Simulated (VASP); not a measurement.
# CoO (I4/mmm) in VASP: notebook

Runs on CoO. Level: PBE+U. Tasks: single point.

Everything below comes from runs of VASP 6.6.1. Logs are shortened: lines on timing, memory, paths and dates and some standing lists are left out, and cuts for length are marked.

## Step 1: The cell of the first run

It takes space group I4/mmm (No. 139, tetragonal). The conventional cell has a = 3.016 Å, b = 3.016 Å, c = 4.214 Å, α = 90.00°, β = 90.00°, γ = 90.00°. Within 2.8 Å of Co (site symmetry 4/mmm) lie 6 O at 2.11 to 2.13 Å. Within 2.8 Å of O (site symmetry 4/mmm) lie 6 Co at 2.11 to 2.13 Å.

## Step 2: Single point, PBE+U, collinear spin, ferromagnetic start

Input file INCAR:

```
PREC = Accurate ; ENCUT = 520
EDIFF = 1E-6 ; ISMEAR = 0
SIGMA = 0.02 ; LREAL = F
LASPH = T ; NELM = 150
ALGO = Normal ; ISIF = 2
LWAVE = F ; LCHARG = F
ISPIN = 2 ; MAGMOM = 2.85 0.26
LORBIT = 11 ; LMAXMIX = 4
LDAU = T ; LDAUTYPE = 2
LDAUL = 2 -1 ; LDAUU = 3.32 0
LDAUJ = 0 0 ; LDAUPRINT = 1
GGA = PE ; NBANDS = 18
```

Input file KPOINTS:

```
regular mesh
0
Gamma
  12 12 12
```

Input file POSCAR:

```
CoO
1.0
   -1.5080001529      1.5080001529      2.1072499549
    1.5080001529     -1.5080001529      2.1072499549
    1.5080001529      1.5080001529     -2.1072499549
Co O
1 1
Direct
    0.0000000000      0.0000000000      0.0000000000
    0.5000000000      0.5000000000      0.0000000000
```

Potentials or basis: VASP PAW PBE potentials, release 64 (Co, O).

Launch:

```bash
cat potpaw_PBE.64/Co/POTCAR potpaw_PBE.64/O/POTCAR > POTCAR
mpirun -np 1 vasp_std > vasp.out
```

OUTCAR:

```text
PREC = Accurate
   ENCUT = 520
   EDIFF = 1E-6
   ISMEAR = 0
   LREAL = F
   LASPH = T
   NELM = 150
   ISIF = 2
   ISPIN = 2
   LORBIT = 11
   GGA = PE

 ion  position               nearest neighbor table
   1  0.000  0.000  0.000-   2 2.11   2 2.11   2 2.13   2 2.13   2 2.13   2 2.13
   2  0.500  0.500  0.000-   1 2.11   1 2.11   1 2.13   1 2.13   1 2.13   1 2.13

  LATTYP: Found a body centered tetragonal cell.
 ALAT       =     3.0160003058
 C/A-ratio  =     1.3973804650

  Lattice vectors:

 A1 = (  -1.5080001529,   1.5080001529,   2.1072499549)
 A2 = (   1.5080001529,  -1.5080001529,   2.1072499549)
 A3 = (   1.5080001529,   1.5080001529,  -2.1072499549)

Analysis of symmetry for initial positions (statically):
=====================================================================
 Subroutine PRICEL returns:
 Original cell was already a primitive cell.

 Routine SETGRP: Setting up the symmetry group for a
 body centered tetragonal supercell.

 Subroutine GETGRP returns: Found 16 space group operations
 (whereof 16 operations were pure point group operations)
 out of a pool of 16 trial point group operations.

The static configuration has the point symmetry D_4h.

Analysis of symmetry for dynamics (positions and initial velocities):
=====================================================================
 Subroutine PRICEL returns:
 Original cell was already a primitive cell.

 Routine SETGRP: Setting up the symmetry group for a
 body centered tetragonal supercell.

 Subroutine GETGRP returns: Found 16 space group operations
 (whereof 16 operations were pure point group operations)
 out of a pool of 16 trial point group operations.

The dynamic configuration has the point symmetry D_4h.

Analysis of structural, dynamic, and magnetic symmetry:
=====================================================================
 Subroutine PRICEL returns:
 Original cell was already a primitive cell.

 Routine SETGRP: Setting up the symmetry group for a
 body centered tetragonal supercell.

 Subroutine GETGRP returns: Found 16 space group operations
 (whereof 16 operations were pure point group operations)
 out of a pool of 16 trial point group operations.

The overall configuration has the point symmetry D_4h.

 Subroutine INISYM returns: Found 16 space group operations
 (whereof 16 operations are pure point group operations),
 and found     1 'primitive' translations

----------------------------------------------------------------------------------------

                                     Primitive cell

  volume of cell :      19.1681

  direct lattice vectors                    reciprocal lattice vectors
    -1.508000153  1.508000153  2.107249955     0.000000000  0.331564953  0.237276076
     1.508000153 -1.508000153  2.107249955     0.331564953  0.000000000  0.237276076
     1.508000153  1.508000153 -2.107249955     0.331564953  0.331564953  0.000000000

  length of vectors
     2.998104617  2.998104617  2.998104617     0.407719578  0.407719578  0.468903654

  position of ions in fractional coordinates (direct lattice)
     0.000000000  0.000000000  0.000000000
     0.500000000  0.500000000  0.000000000

  ion indices of the primitive-cell ions
   primitive index   ion index
                 1           1
                 2           2

----------------------------------------------------------------------------------------

 KPOINTS: regular mesh

Automatic generation of k-mesh.
 Grid dimensions read from file:
 generate k-points for:   12   12   12

 Generating k-lattice:

  Cartesian coordinates                     Fractional coordinates (reciprocal lattice)
     0.000000000  0.027630413  0.019773006     0.083333333 -0.000000000  0.000000000
     0.027630413  0.000000000  0.019773006    -0.000000000  0.083333333  0.000000000
     0.027630413  0.027630413  0.000000000     0.000000000  0.000000000  0.083333333

  Length of vectors
     0.033976631  0.033976631  0.039075304

  Shift w.r.t. Gamma in fractional coordinates (k-lattice)
     0.000000000  0.000000000  0.000000000

[... 28 lines left out ...]
  o =  1.0150  v =  0.0000  0.0000 -1.0000  0.0000 -0.0000  0.0000  0.0000  0.0000  0.0000  0.0000      0.0000  0.0000  0.0000  0.0000  0.0000  0.0000  0.0000  0.0000  0.0000  0.0000

 number of electron      15.0000006 magnetization       3.0009944

 Free energy of the ion-electron system (eV)
  ---------------------------------------------------
  ext. energy  EPLUGINS =         0.00000000
  ---------------------------------------------------
  free energy    TOTEN  =       -11.49064935 eV

  energy without entropy =      -11.49025641  energy(sigma->0) =      -11.49045288

 E-fermi :   7.8534     XC(G=0): -12.4326

 val. band max:        7.8529650540   @ k =  -0.2500   0.5000   0.1667
 cond. band min:       7.8538143636   @ k =  -0.1667   0.3333   0.0833
 fundamental gap:      0.0008493096
 Fermi energy:         7.8533965300

 spin component 1

 k-point     1 :       0.0000    0.0000    0.0000
  band No.  band energies     occupation
      1     -12.0322      1.00000
      2       2.5788      1.00000
      3       2.9244      1.00000
      4       2.9244      1.00000
      5       3.0076      1.00000
      6       3.8528      1.00000
[... 10 lines left out ...]
     17      29.6691      0.00000
     18      31.3487      0.00000
[... 463 lines left out ...]
 k-point    24 :      -0.4167    0.1667   -0.0000
  band No.  band energies     occupation
      1     -10.9601      1.00000
      2       0.4205      1.00000
      3       1.2582      1.00000
      4       1.5682      1.00000
      5       3.3117      1.00000
      6       3.8540      1.00000
[... 10 lines left out ...]
     17      35.2474      0.00000
     18      36.9404      0.00000

 [... further k-points ...]

 spin component 2

 k-point     1 :       0.0000    0.0000    0.0000
  band No.  band energies     occupation
      1     -11.6132      1.00000
      2       5.3362      1.00000
      3       5.5140      1.00000
      4       5.6164      1.00000
      5       5.6165      1.00000
      6       6.8241      1.00000
[... 10 lines left out ...]
     17      30.8612      0.00000
     18      34.6355      0.00000
[... 463 lines left out ...]
 k-point    24 :      -0.4167    0.1667   -0.0000
  band No.  band energies     occupation
      1     -10.4711      1.00000
      2       1.3586      1.00000
      3       3.6267      1.00000
      4       3.9612      1.00000
      5       6.4879      1.00000
      6       7.1920      1.00000
[... 10 lines left out ...]
     17      35.8937      0.00000
     18      37.4697      0.00000

 [... further k-points ...]
[... 5 lines left out ...]
  --------------------------------------------------------------------------------------
  -------------------------------------------------------------------------------------
  Total        0.3850545      0.3850545     -0.5418261      0.0000000      0.0000000      0.0000000
  in kB       32.1850315     32.1850315    -45.2888895      0.0000000      0.0000000      0.0000000
  external PRESSURE =       6.3603912 kB  Pullay stress =       0.0000000 kB

 VOLUME and BASIS-vectors are now :
 -----------------------------------------------------------------------------
  energy-cutoff  :      520.00
  volume of cell :       19.17
      direct lattice vectors                 reciprocal lattice vectors
    -1.508000153  1.508000153  2.107249955     0.000000000  0.331564953  0.237276076
     1.508000153 -1.508000153  2.107249955     0.331564953  0.000000000  0.237276076
     1.508000153  1.508000153 -2.107249955     0.331564953  0.331564953  0.000000000

 POSITION                                       TOTAL-FORCE (eV/Angst)
 -----------------------------------------------------------------------------------
      0.00000      0.00000      0.00000        -0.000000     -0.000000      0.000000
      0.00000      0.00000      2.10725         0.000000      0.000000     -0.000000
 -----------------------------------------------------------------------------------
    total drift:                               -0.000000      0.000000     -0.000000

  FREE ENERGIE OF THE ION-ELECTRON SYSTEM (eV)
  ---------------------------------------------------
  free  energy   TOTEN  =       -11.4906493497 eV

  energy  without entropy=      -11.4902564099  energy(sigma->0) =      -11.49045288

 total charge

# of ion       s       p       d       tot
------------------------------------------
    1        0.302   0.371   7.132   7.805
    2        1.552   3.457   0.000   5.009
--------------------------------------------------
tot          1.854   3.828   7.132  12.814

 magnetization (x)

# of ion       s       p       d       tot
------------------------------------------
    1        0.020   0.018   2.706   2.744
    2        0.023   0.219   0.000   0.243
--------------------------------------------------
tot          0.044   0.237   2.706   2.987
```

Run time: 47 s. Hardware: 1 thread of Intel Xeon 6975P-C (Granite Rapids), shared host; peak memory 0.21 GiB.

Results:

```
Free energy                                           : -11.4906 eV
Pressure                                              : 0.6 GPa
Band gap on the k mesh                                : zero (filled and empty bands overlap)
Net moment                                            : 3.00 μB per cell
Site moments                                          : Co +2.74; O +0.24 μB
Valence electrons inside the program's atomic spheres : Co 7.80; O 5.01
```

Stress tensor (GPa, compression positive):
```
 3.22  0.00  0.00
 0.00  3.22  0.00
 0.00  0.00 -4.53
```

Levels at points of the mesh, in eV from the Fermi level:
Spin up:
| k point | band 7 | band 8 | band 9 | band 10 | band 11 | band 12 |
| --- | --- | --- | --- | --- | --- | --- |
| (0.00, 0.00, 0.00) | -2.84 | -2.68 | -2.68 | 1.28 | 17.11 | 17.28 |
| (0.50, 0.00, 0.00) | -2.89 | -0.54 | -0.44 | 5.31 | 9.65 | 13.52 |
| (0.50, 0.50, 0.00) | -3.99 | -3.88 | -3.08 | 6.02 | 10.18 | 11.00 |
| (0.50, 0.50, 0.50) | -4.01 | -3.99 | -3.99 | 6.07 | 10.24 | 11.19 |
Spin down:
```csv
k point,band 3,band 4,band 5,band 6,band 7,band 8,band 9,band 10
"(0.00, 0.00, 0.00)",-2.34,-2.24,-2.24,-1.03,-1.03,0.98,1.67,1.82
"(0.50, 0.00, 0.00)",-4.28,-4.02,-1.37,0.05,0.22,3.52,4.02,5.57
"(0.50, 0.50, 0.00)",-3.63,-3.46,-2.13,-1.44,0.23,1.55,2.52,6.98
"(0.50, 0.50, 0.50)",-3.56,-3.56,-3.53,0.21,0.21,1.90,2.21,7.00
```

Eigenvalues of the final occupation matrices:
```
    site  spin  trace               eigenvalues
site 1 d     1   4.93  0.97 0.97 0.97 1.01 1.01
site 1 d     2   2.22  0.13 0.15 0.49 0.49 0.96
```

Caveat: a cell with one magnetic atom can't hold antiferromagnetic order, which such compounds often take.

## Step 3: Single point, PBE+U, collinear spin, ferromagnetic start

Input file INCAR:

```
SYSTEM = CoO
PREC = Accurate
ENCUT = 520
EDIFF = 1E-6
ISMEAR = 0
SIGMA = 0.02
LREAL = .False.
LASPH = .True.
NELM = 150
ALGO = Normal
ISIF = 2
LWAVE = .False.
LCHARG = .False.
ISPIN = 2
MAGMOM = 3 0
LORBIT = 11
LMAXMIX = 4
LDAU = .True.
LDAUTYPE = 2
LDAUL = 2 -1
LDAUU = 3.32 0
LDAUJ = 0 0
LDAUPRINT = 1
GGA = PE
NBANDS = 18
```

Input file KPOINTS:

```
Automatic mesh
0
Gamma
  12 12 12
  0 0 0
```

POSCAR is that of step 2.

Potentials or basis: VASP PAW PBE potentials, release 64 (Co, O).

Launch:

```bash
cat potpaw_PBE.64/Co/POTCAR potpaw_PBE.64/O/POTCAR > POTCAR
mpirun -np 1 vasp_std > vasp.out
```

Wall time 50 s (1 thread of Intel Xeon 6975P-C (Granite Rapids), shared host); peak memory 0.21 GiB.

It converged, with:

```yaml
Free_energy: -11.4906 eV
Pressure: 0.7 GPa
Band_gap_on_the_k_mesh: zero (filled and empty bands overlap)
Net_moment: 3.00 μB per cell
Site_moments: Co +2.74; O +0.24 μB
Valence_electrons_inside_the_program's_atomic_spheres: Co 7.80; O 5.01
```

Stress tensor (GPa, compression positive):
```
 3.24  0.00  0.00
 0.00  3.24  0.00
 0.00  0.00 -4.51
```

Levels at points of the mesh, in eV from the Fermi level:
Spin up:
| k point | band 7 | band 8 | band 9 | band 10 | band 11 | band 12 |
| --- | --- | --- | --- | --- | --- | --- |
| (0.00, 0.00, 0.00) | -2.84 | -2.68 | -2.68 | 1.28 | 17.11 | 17.28 |
| (0.50, 0.00, 0.00) | -2.89 | -0.54 | -0.44 | 5.31 | 9.65 | 13.52 |
| (0.50, 0.50, 0.00) | -3.99 | -3.88 | -3.08 | 6.02 | 10.18 | 11.00 |
| (0.50, 0.50, 0.50) | -4.01 | -3.99 | -3.99 | 6.07 | 10.24 | 11.19 |
Spin down:
```csv
k point,band 4,band 5,band 6,band 7,band 8,band 9
"(0.00, 0.00, 0.00)",-2.24,-2.24,-1.03,-1.03,0.98,1.67
"(0.50, 0.00, 0.00)",-4.02,-1.37,0.05,0.22,3.52,4.02
"(0.50, 0.50, 0.00)",-3.46,-2.13,-1.44,0.23,1.55,2.52
"(0.50, 0.50, 0.50)",-3.56,-3.53,0.21,0.21,1.90,2.21
```

Eigenvalues of the final occupation matrices:
```tsv
site	spin	trace	eigenvalues
site 1 d	1	4.93	0.97 0.97 0.97 1.01 1.01
site 1 d	2	2.22	0.13 0.15 0.49 0.49 0.96
```

Caveat: a cell with one magnetic atom can't hold antiferromagnetic order, which such compounds often take. The state reached can hang on the start; a lower one may exist.

## Step 4: Single point, PBE+U, collinear spin, ferromagnetic start

Input file INCAR:

```
SYSTEM = CoO
PREC     = Accurate       ! precision mode
ENCUT    = 520            ! plane-wave cutoff, eV
EDIFF    = 1E-6           ! SCF threshold, eV
ISMEAR   = 0              ! smearing method
SIGMA    = 0.02           ! smearing width, eV
LREAL    = .False.        ! projectors in reciprocal space
LASPH    = .True.         ! aspherical terms in the spheres
NELM     = 150            ! most SCF steps
ALGO     = Normal         ! electronic algorithm
ISIF     = 2              ! what is computed and relaxed
LWAVE    = .False.        ! write WAVECAR
LCHARG   = .False.        ! write CHGCAR
ISPIN    = 2              ! spin polarisation
MAGMOM   = 4.5 0          ! initial moments
LORBIT   = 11             ! projections on sites
LMAXMIX  = 4              ! l up to which the mixer works
LDAU     = .True.         ! DFT+U
LDAUTYPE = 2            
LDAUL    = 2 -1           ! shell
LDAUU    = 3.32 0         ! U, eV
LDAUJ    = 0 0          
LDAUPRINT= 1            
GGA      = PE             ! functional
NBANDS   = 18             ! bands
```

Input file KPOINTS:

```
regular mesh
0
Gamma
  12 12 12
  0 0 0
```

POSCAR is that of step 3.

Launch:

```bash
cat potpaw_PBE.64/Co/POTCAR potpaw_PBE.64/O/POTCAR > POTCAR
mpirun -np 1 vasp_std > vasp.out
```

Wall time 55 s (1 thread of Intel Xeon 6975P-C (Granite Rapids), shared host); peak memory 0.21 GiB.

It converged, with:

| Item | Value |
| --- | --- |
| Free energy | -11.4907 eV |
| Pressure | 0.6 GPa |
| Band gap on the k mesh | zero (filled and empty bands overlap) |
| Net moment | 3.00 μB per cell |
| Site moments | Co +2.74; O +0.24 μB |
| Valence electrons inside the program's atomic spheres | Co 7.81; O 5.01 |

Stress tensor (GPa, compression positive):
```
 3.13  0.00  0.00
 0.00  3.13  0.00
 0.00  0.00 -4.58
```

Levels at points of the mesh, in eV from the Fermi level:
Spin up:
| k point | band 6 | band 7 | band 8 | band 9 | band 10 | band 11 | band 12 | band 13 |
| --- | --- | --- | --- | --- | --- | --- | --- | --- |
| (0.00, 0.00, 0.00) | -4.00 | -2.84 | -2.68 | -2.68 | 1.28 | 17.11 | 17.28 | 17.28 |
| (0.50, 0.00, 0.00) | -3.87 | -2.89 | -0.54 | -0.44 | 5.31 | 9.65 | 13.52 | 13.76 |
| (0.50, 0.50, 0.00) | -4.00 | -3.99 | -3.88 | -3.08 | 6.02 | 10.18 | 11.00 | 16.10 |
| (0.50, 0.50, 0.50) | -4.01 | -4.01 | -3.99 | -3.99 | 6.07 | 10.24 | 11.19 | 15.98 |
Spin down:
```csv
k point,band 2,band 3,band 4,band 5,band 6,band 7,band 8,band 9,band 10,band 11
"(0.00, 0.00, 0.00)",-2.52,-2.34,-2.24,-2.24,-1.03,-1.03,0.98,1.67,1.82,16.96
"(0.50, 0.00, 0.00)",-7.47,-4.27,-4.02,-1.37,0.05,0.22,3.52,4.02,5.57,10.43
"(0.50, 0.50, 0.00)",-6.16,-3.63,-3.46,-2.13,-1.43,0.23,1.55,2.52,6.98,10.55
"(0.50, 0.50, 0.50)",-6.21,-3.56,-3.56,-3.53,0.21,0.21,1.91,2.21,7.00,10.67
```

Eigenvalues of the final occupation matrices:
| site | spin | trace | eigenvalues |
| --- | --- | --- | --- |
| site 1 d | 1 | 4.93 | 0.97 0.97 0.97 1.01 1.01 |
| site 1 d | 2 | 2.22 | 0.13 0.15 0.49 0.49 0.96 |

Caveat: a cell with one magnetic atom can't hold antiferromagnetic order, which such compounds often take. The state reached can hang on the start; a lower one may exist.

## Step 5: Single point, PBE+U, collinear spin, ferromagnetic start

Input file INCAR:

```
  PREC = Accurate
  ENCUT = 520
  EDIFF = 1E-6
  ISMEAR = 0
  SIGMA = 0.02
  LREAL = F
  LASPH = T
  NELM = 150
  ALGO = Normal
  ISIF = 2
  LWAVE = F
  LCHARG = F
  ISPIN = 2
  MAGMOM = 0.5 0
  LORBIT = 11
  LMAXMIX = 4
  LDAU = T
  LDAUTYPE = 2
  LDAUL = 2 -1
  LDAUU = 3.32 0
  LDAUJ = 0 0
  LDAUPRINT = 1
  GGA = PE
  NBANDS = 18
```

Input file KPOINTS:

```
Automatic mesh
0
Gamma
  12 12 12
```

POSCAR is that of step 4.

Launch:

```bash
cat potpaw_PBE.64/Co/POTCAR potpaw_PBE.64/O/POTCAR > POTCAR
mpirun -np 1 vasp_std > vasp.out
```

It took 4.5 min on 1 thread of AMD EPYC 7R13, shared host; peak memory 0.18 GiB.

Results (log left out):

```yaml
Free_energy: -11.4906 eV
Pressure: 0.5 GPa
Band_gap_on_the_k_mesh: zero (filled and empty bands overlap)
Net_moment: 3.00 μB per cell
Site_moments: Co +2.74; O +0.24 μB
Valence_electrons_inside_the_program's_atomic_spheres: Co 7.80; O 5.01
```

Stress tensor (GPa, compression positive):
```
 3.04  0.00  0.00
 0.00  3.04  0.00
 0.00  0.00 -4.63
```

Levels at points of the mesh, in eV from the Fermi level:
Spin up:
| k point | band 6 | band 7 | band 8 | band 9 | band 10 | band 11 | band 12 | band 13 |
| --- | --- | --- | --- | --- | --- | --- | --- | --- |
| (0.00, 0.00, 0.00) | -4.00 | -2.84 | -2.68 | -2.68 | 1.28 | 17.11 | 17.29 | 17.29 |
| (0.50, 0.00, 0.00) | -3.87 | -2.89 | -0.54 | -0.44 | 5.31 | 9.65 | 13.53 | 13.76 |
| (0.50, 0.50, 0.00) | -4.00 | -3.98 | -3.88 | -3.07 | 6.02 | 10.18 | 11.00 | 16.10 |
| (0.50, 0.50, 0.50) | -4.01 | -4.01 | -3.99 | -3.99 | 6.07 | 10.24 | 11.19 | 15.98 |
Spin down:
```tsv
k point	band 2	band 3	band 4	band 5	band 6	band 7	band 8	band 9	band 10	band 11
(0.00, 0.00, 0.00)	-2.51	-2.34	-2.24	-2.24	-1.03	-1.03	0.98	1.67	1.82	16.96
(0.50, 0.00, 0.00)	-7.47	-4.27	-4.02	-1.37	0.05	0.22	3.52	4.02	5.57	10.43
(0.50, 0.50, 0.00)	-6.16	-3.63	-3.46	-2.13	-1.43	0.23	1.55	2.52	6.98	10.55
(0.50, 0.50, 0.50)	-6.21	-3.56	-3.56	-3.53	0.21	0.21	1.91	2.21	7.00	10.67
```

Eigenvalues of the final occupation matrices:
| site | spin | trace | eigenvalues |
| --- | --- | --- | --- |
| site 1 d | 1 | 4.93 | 0.97 0.97 0.97 1.01 1.01 |
| site 1 d | 2 | 2.23 | 0.13 0.15 0.49 0.49 0.96 |

Caveat: a cell with one magnetic atom can't hold antiferromagnetic order, which such compounds often take.
